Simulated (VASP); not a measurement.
Input of a VASP 6.6.1 run:

INCAR

```
PREC     = Accurate       # precision mode
ENCUT    = 520            # plane-wave cutoff, eV
EDIFF    = 1E-7           # SCF threshold, eV
ISMEAR   = -1             # smearing method
SIGMA    = 0.05           # smearing width, eV
LREAL    = False          # projectors in reciprocal space
LASPH    = True           # aspherical terms in the spheres
NELM     = 100            # most SCF steps
ALGO     = Normal         # electronic algorithm
ISIF     = 2              # what is computed and relaxed
LWAVE    = False          # write WAVECAR
LCHARG   = False          # write CHGCAR
GGA      = PE             # functional
NBANDS   = 23             # bands
```

The input KPOINTS:

```
Automatic mesh
0
Gamma
  10 10 6
```

Contents of POSCAR:

```
HfN
1.0
    3.1579986764      0.0000000000      0.0000000000
   -1.5789993382      2.7349070789      0.0000000000
    0.0000000000      0.0000000000      5.6683379924
Hf N
2 2
Direct
    0.0000000000      0.0000000000      0.0000000000
    0.0000000000      0.0000000000      0.5000000000
    0.3333333333      0.6666666667      0.2500000000
    0.6666666667      0.3333333333      0.7500000000
```

Potentials or basis: VASP PAW PBE potentials, release 64 (Hf_pv, N).

Run with:

```console
$ cat potpaw_PBE.64/Hf_pv/POTCAR potpaw_PBE.64/N/POTCAR > POTCAR
$ mpirun -np 1 vasp_std > vasp.out
```

Estimate the pressure.

-2.1 GPa.

Predict the band gap on the k mesh.

zero (bands 15 and 16 overlap by 1.51 eV).

Stress tensor (GPa, compression positive):
```
-1.76  0.00  0.00
 0.00 -1.76  0.00
 0.00  0.00 -2.66
```

Caveat: spin-orbit coupling is left out, which moves the levels of the heavy elements.
